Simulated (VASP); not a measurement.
Write the native input for VASP 6.6.1 that does the following.

| Property | Result |
| --- | --- |
| Task | single point |
| Functional | PBE |
| Potentials or basis | VASP PAW PBE potentials, release 64 (V_sv, F) |
| Cutoff | 520 eV |
| k mesh | 12 × 12 × 12 |
| Occupations | gaussian, width 0.1 eV |
| Spin | no spin polarisation |
| Dipole correction | no |
| Further INCAR settings | ALGO = Normal; EDIFF = 1e-06; NBANDS = 31 |

The structure of V3F lies in POSCAR:

```
V3F
1.0
    2.2934314086      1.3241132411      2.8885072196
   -2.2934314086      1.3241132411      2.8885072196
    0.0000000000     -2.6482264822      2.8885072195
V F
3 1
Direct
    0.2513583422      0.2513583422      0.2513583422
    0.7486416578      0.7486416578      0.7486416578
    0.5000000000      0.5000000000      0.5000000000
    0.0000000000      0.0000000000      0.0000000000
```

The input as run:

INCAR

```
  PREC = Accurate
  ENCUT = 520
  EDIFF = 1E-6
  ISMEAR = 0
  SIGMA = 0.1
  LREAL = False
  LASPH = True
  NELM = 100
  ALGO = Normal
  ISIF = 2
  LWAVE = False
  LCHARG = True
  GGA = PE
  LELF = True
  LVHAR = True
  NBANDS = 31
```

KPOINTS

```
regular mesh
0
Gamma
  12 12 12
```

Potentials or basis: VASP PAW PBE potentials, release 64 (V_sv, F).

Run with:

```sh
$ cat potpaw_PBE.64/V_sv/POTCAR potpaw_PBE.64/F/POTCAR > POTCAR
$ mpirun -np 1 vasp_std > vasp.out
```

Results of the run:

| Quantity | Value |
| --- | --- |
| Pressure | 0.5 GPa |
| Largest force | 0.104 eV/Å |
| Band gap on the k mesh | zero (band 23 reaches 8.24 eV, above the bottom of band 24 at 7.85 eV) |

Caveat: the run has no spin polarisation, though such a crystal can be magnetic.

Wall time 6.8 min on 1 thread of Oxide Virtual Turin-like Processor (shared host), peak memory 0.31 GiB.
